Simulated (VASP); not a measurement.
TaN: single point with PBEsol

Crystal: TaN.

```xyz
4
Lattice="2.9984 0.0000 0.0000 -1.4992 2.5967 0.0000 0.0000 0.0000 6.2985" Properties=species:S:1:pos:R:3 pbc="T T T"
Ta    0.0000    1.7311    0.1896
Ta    1.4992    0.8656    3.3388
N     0.0000    1.7311    2.2353
N     1.4992    0.8656    5.3845
```

This cell differs from its parent crystal: volume 12.260 Å^3 an atom, c/a of the conventional cell 2.1006.

| Quantity | Value |
| --- | --- |
| Program | VASP 6.6.1 |
| Task | single point |
| Functional | PBEsol |
| Potentials or basis | VASP PAW PBE potentials, release 64 (Ta_pv, N) |
| Cutoff | 520 eV |
| k mesh | 18 × 18 × 8 |
| Occupations | gaussian, width 0.15 eV |
| Spin | no spin polarisation |
| Dipole correction | no |
| Further INCAR settings | ALGO = Normal; EDIFF = 1e-07; NBANDS = 24 |

```yaml
Pressure: 9.4 GPa
Largest_force: 1.506 eV/Å
Band_gap_on_the_k_mesh: zero (band 16 reaches 6.84 eV, above the bottom of band 17 at 6.66 eV)
```

Forces in eV/Å, atoms in the order of the input:
```
Ta   0.000  0.000  1.506
Ta   0.000  0.000  1.506
N    0.000  0.000 -1.506
N    0.000  0.000 -1.506
```

Stress tensor (GPa, compression positive):
```
 19.72   0.00   0.00
  0.00  19.72   0.00
  0.00   0.00 -11.32
```

Levels at points of the mesh, in eV from the Fermi level:
| k point | band 12 | band 13 | band 14 | band 15 | band 16 | band 17 | band 18 | band 19 | band 20 | band 21 |
| --- | --- | --- | --- | --- | --- | --- | --- | --- | --- | --- |
| (0.00, 0.00, 0.00) | -5.02 | -4.32 | -4.32 | -0.81 | -0.39 | 0.56 | 0.56 | 2.39 | 2.39 | 3.38 |
| (0.50, 0.00, 0.00) | -5.25 | -4.64 | -3.54 | -2.39 | -0.40 | 1.00 | 2.27 | 3.26 | 4.36 | 4.87 |
| (0.00, 0.00, 0.50) | -4.70 | -4.70 | -4.70 | 0.08 | 0.08 | 1.27 | 1.27 | 1.27 | 1.27 | 5.15 |
| (0.50, 0.00, 0.50) | -5.47 | -4.51 | -4.51 | -1.11 | -1.11 | 1.46 | 1.46 | 4.14 | 4.14 | 5.23 |

Run time: 2.1 min on 1 thread of Intel(R) Xeon(R) Platinum 8488C (Sapphire Rapids) (shared host), peak memory 0.31 GiB.

Caveat: the PAW data sets were made with another functional, which shifts forces and pressure a little; spin-orbit coupling is left out, which moves the levels of the heavy elements.
